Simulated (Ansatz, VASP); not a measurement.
## Ni in VASP and in Ansatz

INCAR

```
SYSTEM = Ni
PREC     = Accurate       ! precision mode
ENCUT    = 590            ! plane-wave cutoff, eV
EDIFF    = 1E-6           ! SCF threshold, eV
ISMEAR   = -1             ! smearing method
SIGMA    = 0.05           ! smearing width, eV
LREAL    = .FALSE.        ! projectors in reciprocal space
LASPH    = .TRUE.         ! aspherical terms in the spheres
NELM     = 200            ! most SCF steps
ALGO     = Normal         ! electronic algorithm
ISIF     = 2              ! what is computed and relaxed
LWAVE    = .FALSE.        ! write WAVECAR
LCHARG   = .TRUE.         ! write CHGCAR
ISPIN    = 2              ! spin polarisation
MAGMOM   = 0.25 0.25      ! initial moments
LORBIT   = 11             ! projections on sites
NUPDOWN  = 0.5            ! fixed moment
LMAXMIX  = 4              ! l up to which the mixer works
GGA      = PS             ! functional
LELF     = .TRUE.         ! ELF
LVHAR    = .TRUE.       
NBANDS   = 29             ! bands
GGA_COMPAT= .FALSE.
```

Contents of KPOINTS:

```
Automatic mesh
0
G
  10 10 6
  0 0 0
```

POSCAR

```
Ni
1.0
    2.4480228978      0.0000000000      0.0000000000
   -1.2240114489      2.1200500186      0.0000000000
    0.0000000000      0.0000000000      4.0728075700
Ni
2
Direct
    0.6666666667      0.3333333333      0.7500000000
    0.3333333333      0.6666666667      0.2500000000
```

The input input.yaml:

```yaml
crystal:
  lattice:
    - [2.4480228978, 0.0, 0.0]
    - [-1.2240114489, 2.1200500186, 0.0]
    - [0.0, 0.0, 4.07280757]
  atoms:
    - { symbol: Ni, position: [0.6666666667, 0.3333333333, 0.75], spin: 0.25 }
    - { symbol: Ni, position: [0.3333333333, 0.6666666667, 0.25], spin: 0.25 }
hamiltonian:
  xc: pbesol
  pseudopotentials: { kind: paw }
magnetization:
  spin_polarized: true
  initial_magnetization: 0.5
  spin_locking: { lock_magnetization: hard }
kpoints:
  mp_grid: { grid: [10, 10, 6] }
scf:
  occupations: { method: fermi_dirac, width: 0.05 }
  lower_state_search: "off"
output:
  forces: true
  stress: true
  eigenvalues: true
```

Alike in both runs: task single point; functional PBEsol; k mesh 10 × 10 × 6; occupations fermi-dirac, width 0.05 eV; collinear spin; fixed moment 0.5 μB.

```csv
,VASP,Ansatz
version,VASP 6.6.1,Ansatz 0.2.0
potentials or method,"VASP PAW PBE potentials, release 64 (Ni_sv_GW)",Ansatz PAW
plane-wave cutoff (eV),590,420
valence electrons in the cell,36,36
```

Ansatz gave:

```
pressure (GPa)                                                : -4.2
traceless stress, the component that is largest in VASP (GPa) : -1.43
net moment per atom (μB)                                      : 0.25
size of the moment on the site where the two differ most (μB) : 0.27
```

Question: What did VASP give for the same quantities?

Answer: Pressure (GPa): -7.4; traceless stress, the component that is largest in VASP (GPa): -1.41; net moment per atom (μB): 0.25; size of the moment on the site where the two differ most (μB): 0.27.

VASP's potentials were made for PBE, not for PBEsol. Site moments also hang on the region over which each program counts them.
